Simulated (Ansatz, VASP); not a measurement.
## Mg5O in VASP and in Ansatz

```
Mg O
1.0
     0.00000    4.03098    4.03098
     4.03098    0.00000    4.03098
     4.03098    4.03098    0.00000
Mg O
5 1
Cartesian
  7.0544 5.0385 5.0385
  5.0385 7.0544 5.0385
  5.0385 5.0385 7.0544
  7.0544 7.0544 7.0544
  4.0310 4.0310 4.0310
  2.0155 2.0155 2.0155
```

Change from the starting cell: species swapped into the Be5Fe type (F-43m, No. 216).

Alike in both runs: functional PBE; k mesh 4 × 4 × 4; occupations gaussian, width 0.1 eV; collinear spin.

Ansatz relaxed the structure, and its values are those at the end. VASP's run is a single point on that final structure, the one shown.

```csv
,VASP,Ansatz
version,VASP 6.6.1,Ansatz 0.2.0
potentials or method,"VASP PAW PBE potentials, release 64 (Mg, O), cutoff 520 eV","scalar-relativistic, plane waves, PAW"
valence electrons in the cell,16,56
```

VASP gave:

```
gap on the k mesh at the Fermi level (eV)                     : none
pressure (GPa)                                                : 0.0
net moment per atom (μB)                                      : 0.00
size of the moment on the site where the two differ most (μB) : 0.00
```

What did Ansatz give for the same quantities?

gap on the k mesh at the Fermi level (eV): none; pressure (GPa): 0.2; net moment per atom (μB): 0.24; size of the moment on the site where the two differ most (μB): 0.62.

The net moments are unlike, so the other rows may belong to different states. Site moments also hang on the region over which each program counts them. A gap of «none» marks a metal or a gap that the smearing closes. VASP's potentials hold 16 valence electrons a cell and Ansatz's 56, so a difference there can come from the potentials and not from the codes.
